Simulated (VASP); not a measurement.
Write the native input for VASP 6.6.1 that does the following.

```
Task                   : single point
Functional             : PBE
Potentials or basis    : VASP PAW PBE potentials, release 64 (Bi_d)
Cutoff                 : 520 eV
k mesh                 : 13 × 13 × 13
Occupations            : fermi-dirac, width 0.1 eV
Spin                   : no spin polarisation
Dipole correction      : no
Further INCAR settings : ALGO = Normal; EDIFF = 1e-07; NBANDS = 14
```

The structure of Bi lies in POSCAR:

```
Bi
1.0
    2.8813280588      0.0000000000      0.0000000000
    0.0000000000      2.8813280588      0.0000000000
    0.0000000000      0.0000000000      2.8813280588
Bi
1
Direct
    0.0000000000      0.0000000000      0.0000000000
```

One way to write it, as run:

INCAR

```
PREC = Accurate
ENCUT = 520
EDIFF = 1E-7
ISMEAR = -1
SIGMA = 0.1
LREAL = F
LASPH = T
NELM = 80
ALGO = Normal
ISIF = 2
LWAVE = F
LCHARG = F
GGA = PE
NBANDS = 14
```

KPOINTS

```
regular mesh
0
Gamma
  13 13 13
```

Potentials or basis: VASP PAW PBE potentials, release 64 (Bi_d).

Command:

```bash
$ cat potpaw_PBE.64/Bi_d/POTCAR > POTCAR
$ mpirun -np 1 vasp_std > vasp.out
```

Results of the run:

The pressure is 43.9 GPa.

Wall time 27 s on 1 thread of Intel Xeon 8259CL (shared host), peak memory 0.15 GiB.
